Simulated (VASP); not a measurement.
# SrCo2 (I4/mmm) in VASP: single point with PBE

Aim: the single point of SrCo2 with PBE.

Program: VASP 6.6.1. These are calculated values, not measurements. Logs are shortened: lines on timing, memory, paths and dates and some standing lists are left out, and cuts for length are marked.

## 1. The cell of the first run

The structure is tetragonal, space group I4/mmm (No. 139). Conventional cell: a = 4.074 Å, b = 4.074 Å, c = 6.682 Å, α = 90.00°, β = 90.00°, γ = 90.00°. Sr (site symmetry 4/mmm) has 10 Co at 2.72 to 2.95 Å within 3.6 Å. Within 1.7 Å of Co (site symmetry 4mm) lie 1 Co at 1.24 Å.

## 2. Single point, PBE, collinear spin, ferromagnetic start

INCAR reads:

```
PREC = Accurate ; ENCUT = 520
EDIFF = 1E-7 ; ISMEAR = 0
SIGMA = 0.1 ; LREAL = False
LASPH = True ; NELM = 150
ALGO = Normal ; ISIF = 2
LWAVE = False ; LCHARG = False
ISPIN = 2 ; MAGMOM = 0 3 3
LORBIT = 11 ; LMAXMIX = 4
GGA = PE ; NBANDS = 25
```

KPOINTS reads:

```
regular mesh
0
Gamma
  6 6 6
```

POSCAR reads:

```
SrCo2
1.0
   -2.0369599789      2.0369599789      3.3408238215
    2.0369599789     -2.0369599789      3.3408238215
    2.0369599789      2.0369599789     -3.3408238215
Sr Co
1 2
Direct
    0.0000000000      0.0000000000      0.0000000000
    0.5930000000      0.5930000000      0.0000000000
    0.4070000000      0.4070000000      0.0000000000
```

Potentials or basis: VASP PAW PBE potentials, release 64 (Sr_sv, Co).

On the command line:

```sh
$ cat potpaw_PBE.64/Sr_sv/POTCAR potpaw_PBE.64/Co/POTCAR > POTCAR
$ mpirun -np 1 vasp_std > vasp.out
```

OUTCAR:

```text
PREC = Accurate
   ENCUT = 520
   EDIFF = 1E-7
   ISMEAR = 0
   LREAL = False
   LASPH = True
   NELM = 150
   ISIF = 2
   ISPIN = 2
   LORBIT = 11
   GGA = PE

 ion  position               nearest neighbor table
   1  0.000  0.000  0.000-   2 2.72   3 2.72   2 2.95   3 2.95   2 2.95   2 2.95   2 2.95   3 2.95
                             3 2.95   3 2.95   3 3.96   2 3.96
   2  0.593  0.593  0.000-   3 1.24   1 2.72   1 2.95   1 2.95   1 2.95   1 2.95   1 3.96
   3  0.407  0.407  0.000-   2 1.24   1 2.72   1 2.95   1 2.95   1 2.95   1 2.95   1 3.96

 -----------------------------------------------------------------------------
|                                                                             |
|           W    W    AA    RRRRR   N    N  II  N    N   GGGG   !!!           |
|           W    W   A  A   R    R  NN   N  II  NN   N  G    G  !!!           |
|           W    W  A    A  R    R  N N  N  II  N N  N  G       !!!           |
|           W WW W  AAAAAA  RRRRR   N  N N  II  N  N N  G  GGG   !            |
|           WW  WW  A    A  R   R   N   NN  II  N   NN  G    G                |
|           W    W  A    A  R    R  N    N  II  N    N   GGGG   !!!           |
|                                                                             |
|     The distance between some ions is very small. Please check the          |
|     nearest-neighbor list in the OUTCAR file.                               |
|     I HOPE YOU KNOW WHAT YOU ARE DOING!                                     |
|                                                                             |
 -----------------------------------------------------------------------------

  LATTYP: Found a body centered tetragonal cell.
 ALAT       =     4.0739199578
 C/A-ratio  =     1.6401028278

  Lattice vectors:

 A1 = (  -2.0369599789,   2.0369599789,   3.3408238215)
 A2 = (   2.0369599789,  -2.0369599789,   3.3408238215)
 A3 = (   2.0369599789,   2.0369599789,  -3.3408238215)

Analysis of symmetry for initial positions (statically):
=====================================================================
 Subroutine PRICEL returns:
 Original cell was already a primitive cell.

 Routine SETGRP: Setting up the symmetry group for a
 body centered tetragonal supercell.

 Subroutine GETGRP returns: Found 16 space group operations
 (whereof 16 operations were pure point group operations)
 out of a pool of 16 trial point group operations.

The static configuration has the point symmetry D_4h.

Analysis of symmetry for dynamics (positions and initial velocities):
=====================================================================
 Subroutine PRICEL returns:
 Original cell was already a primitive cell.

 Routine SETGRP: Setting up the symmetry group for a
 body centered tetragonal supercell.

 Subroutine GETGRP returns: Found 16 space group operations
 (whereof 16 operations were pure point group operations)
 out of a pool of 16 trial point group operations.

The dynamic configuration has the point symmetry D_4h.

Analysis of structural, dynamic, and magnetic symmetry:
=====================================================================
 Subroutine PRICEL returns:
 Original cell was already a primitive cell.

 Routine SETGRP: Setting up the symmetry group for a
 body centered tetragonal supercell.

 Subroutine GETGRP returns: Found 16 space group operations
 (whereof 16 operations were pure point group operations)
 out of a pool of 16 trial point group operations.

The overall configuration has the point symmetry D_4h.

 Subroutine INISYM returns: Found 16 space group operations
 (whereof 16 operations are pure point group operations),
 and found     1 'primitive' translations

----------------------------------------------------------------------------------------

                                     Primitive cell

  volume of cell :      55.4471

  direct lattice vectors                    reciprocal lattice vectors
    -2.036959979  2.036959979  3.340823821     0.000000000  0.245463831  0.149663684
     2.036959979 -2.036959979  3.340823821     0.245463831  0.000000000  0.149663684
     2.036959979  2.036959979 -3.340823821     0.245463831  0.245463831  0.000000000

  length of vectors
     4.411294109  4.411294109  4.411294109     0.287492105  0.287492105  0.347138279

[... 33 lines left out ...]
 ===========================================

 Found     30 irreducible k-points:

 Following reciprocal coordinates:
            Coordinates               Weight
  0.000000  0.000000  0.000000      1.000000
  0.166667 -0.000000  0.000000      8.000000
  0.333333 -0.000000  0.000000      8.000000
  0.500000  0.000000 -0.000000      4.000000
  0.166667  0.166667  0.000000      8.000000
  0.333333  0.166667  0.000000     16.000000
[... 16 lines left out ...]
 -0.333333 -0.333333  0.166667      8.000000
 -0.166667 -0.333333  0.166667      8.000000
 [... further k-points ...]
   k-points           NKPTS =     30   k-points in BZ     NKDIM =     30   number of bands    NBANDS=     25
   number of dos      NEDOS =    301   number of ions     NIONS =      3
   total plane-waves  NPLWV =  46656
   dimension x,y,z NGX =    36 NGY =   36 NGZ =   36
   dimension x,y,z NGXF=    72 NGYF=   72 NGZF=   72
   ions per type =               1   2
   NGX,Y,Z   is equivalent  to a cutoff of  13.57, 13.57, 13.57 a.u.
   NGXF,Y,Z  is equivalent  to a cutoff of  27.13, 27.13, 27.13 a.u.
 SYSTEM =  unknown system
   PREC   = accura    normal or accurate (medium, high low for compatibility)
   ISTART =      0    job   : 0-new  1-cont  2-samecut
   ICHARG =      2    charge: 1-file 2-atom 10-const
   ISPIN  =      2    spin polarized calculation?
   LNONCOLLINEAR =      F non collinear calculations
   LSORBIT =      F    spin-orbit coupling
   LASPH  =      T    aspherical Exc in radial PAW
   ENCUT  =  520.0 eV  38.22 Ry    6.18 a.u.   8.20  8.20  8.20*2*pi/ulx,y,z
   NELM   =    150;   NELMIN=  2; NELMDL= -5     # of ELM steps
   EDIFF  = 0.1E-06   stopping-criterion for ELM
   LREAL  =      F    real-space projection
   EDIFFG = 0.1E-05   stopping-criterion for IOM
   NSW    =      0    number of steps for IOM
   IBRION =     -1    ionic relax: 0-MD 1-quasi-New 2-CG
   NFREE  =      0    steps in history (QN), initial steepest desc. (CG)
   ISIF   =      2    stress and relaxation
   ISYM   =      2    0-nonsym 1-usesym 2-fastsym
   POTIM  = 0.5000    time-step for ionic-motion
   TEBEG  =    0.0;   TEEND  =   0.0 temperature during run
   PSTRESS=    0.0 pullay stress
   NELECT =      28.0000    total number of electrons
   NUPDOWN=      -1.0000    fix difference up-down
   EMIN   =  10.00;   EMAX   =-10.00  energy-range for DOS
   EFERMI =   0.00;   METHOD = LEGACY
   ISMEAR =     0;   SIGMA  =   0.10  broadening in eV -4-tet -1-fermi 0-gaus
   EFERMI_NEDOS =   21; number of points for ismear=-14 and -15
   IALGO  =     38    algorithm
   IMIX   =      4    mixing-type and parameters
     AMIX     =   0.40;   BMIX     =  1.00
     AMIX_MAG =   1.60;   BMIX_MAG =  1.00
  volume/ion in A,a.u.               =      18.48       124.73
  Fermi-wavevector in a.u.,A,eV,Ry     =   1.303671  2.463581 23.123890  1.699558
  Thomas-Fermi vector in A             =   2.434658
   LORBIT       =     11    0 simple, 1 ext, 2 COOP (PROOUT), +10 PAW based schemes
   GGA     = PE    functional components
   LHFCALC =     F    Hartree Fock is set to
   AEXX    =    0.0000 exact exchange contribution
   IVDW    =     0    specifies the selected vdW correction
   LEPSILON=     F    determine dielectric tensor
   LRPA    =     F    only Hartree local field effects (RPA)
 spin polarized calculation
 Gauss-broadening in eV      SIGMA  =   0.10
  energy-cutoff  :      520.00
  volume of cell :       55.45
 maximum number of plane-waves:      1505
 NGX is ok and might be reduce to    36
   NGX = 17   NGY = 17   NGZ = 17

 number of electron      28.0000004 magnetization       1.8204742

 Free energy of the ion-electron system (eV)
  ---------------------------------------------------
  ext. energy  EPLUGINS =         0.00000000
  ---------------------------------------------------
  free energy    TOTEN  =        -1.61718274 eV

  energy without entropy =       -1.59881607  energy(sigma->0) =       -1.60799940

 E-fermi :   5.6264     XC(G=0): -10.5668

 val. band max:        5.6158932957   @ k =  -0.1667   0.5000   0.1667
 cond. band min:       5.6372229136   @ k =  -0.1667  -0.1667   0.1667
 fundamental gap:      0.0213296179
 Fermi energy:         5.6263872610

 spin component 1

 k-point     1 :       0.0000    0.0000    0.0000
  band No.  band energies     occupation
      1     -28.8796      1.00000
      2     -11.0113      1.00000
      3     -11.0113      1.00000
      4     -10.9718      1.00000
      5      -2.1579      1.00000
      6      -2.1579      1.00000
[... 661 lines left out ...]
     24      15.6769      0.00000
     25      16.4104      0.00000

 [... further k-points ...]

 spin component 2

 k-point     1 :       0.0000    0.0000    0.0000
  band No.  band energies     occupation
      1     -28.8833      1.00000
      2     -11.0131      1.00000
      3     -11.0131      1.00000
      4     -10.9840      1.00000
      5      -1.4550      1.00000
      6      -1.3616      1.00000
[... 661 lines left out ...]
     24      15.7682      0.00000
     25      16.6306      0.00000

 [... further k-points ...]
[... 5 lines left out ...]
  --------------------------------------------------------------------------------------
  -------------------------------------------------------------------------------------
  Total        4.1904883      4.1904883     32.9134955      0.0000000     -0.0000000      0.0000000
  in kB      121.0867582    121.0867582    951.0558740      0.0000000     -0.0000000      0.0000000
  external PRESSURE =     397.7431302 kB  Pullay stress =       0.0000000 kB

 VOLUME and BASIS-vectors are now :
 -----------------------------------------------------------------------------
  energy-cutoff  :      520.00
  volume of cell :       55.45
      direct lattice vectors                 reciprocal lattice vectors
    -2.036959979  2.036959979  3.340823821     0.000000000  0.245463831  0.149663684
     2.036959979 -2.036959979  3.340823821     0.245463831  0.000000000  0.149663684
     2.036959979  2.036959979 -3.340823821     0.245463831  0.245463831  0.000000000

 POSITION                                       TOTAL-FORCE (eV/Angst)
 -----------------------------------------------------------------------------------
      0.00000      0.00000      0.00000        -0.000000     -0.000000     -0.000000
      0.00000      0.00000      3.96222        -0.000000     -0.000000     23.208303
      0.00000      0.00000      2.71943         0.000000      0.000000    -23.208303
 -----------------------------------------------------------------------------------
    total drift:                               -0.000000     -0.000000     -0.000000

  FREE ENERGIE OF THE ION-ELECTRON SYSTEM (eV)
  ---------------------------------------------------
  free  energy   TOTEN  =        -1.6171827362 eV

  energy  without entropy=       -1.5988160711  energy(sigma->0) =       -1.60799940

 total charge

# of ion       s       p       d       tot
------------------------------------------
    1        2.058   5.779   0.387   8.224
    2        0.603   0.526   8.017   9.146
    3        0.603   0.526   8.017   9.146
--------------------------------------------------
tot          3.265   6.832  16.421  26.517

 magnetization (x)

# of ion       s       p       d       tot
------------------------------------------
    1        0.000  -0.001  -0.005  -0.006
    2        0.015   0.038   0.795   0.848
    3        0.015   0.038   0.795   0.848
--------------------------------------------------
tot          0.030   0.076   1.584   1.690
```

Wall time 58 s (1 thread of Intel Xeon 6975P-C (Granite Rapids), shared host); peak memory 0.27 GiB.

Results:

```yaml
Free_energy: -1.6172 eV
Pressure: 39.8 GPa
Largest_force: 23.208 eV/Å
Net_moment: 1.82 μB per cell
Site_moments: Sr -0.01; Co +0.85 μB
Valence_electrons_inside_the_program's_atomic_spheres: Sr 8.22; Co 9.15
```

Forces in eV/Å, atoms in the order of the input:
```
Sr    0.000   0.000   0.000
Co    0.000   0.000  23.208
Co    0.000   0.000 -23.208
```

Caveat: the k points lie up to 0.36 Å⁻¹ apart; forces of over 1 eV/Å act on the atoms, so gaps and moduli don't describe the material at rest.
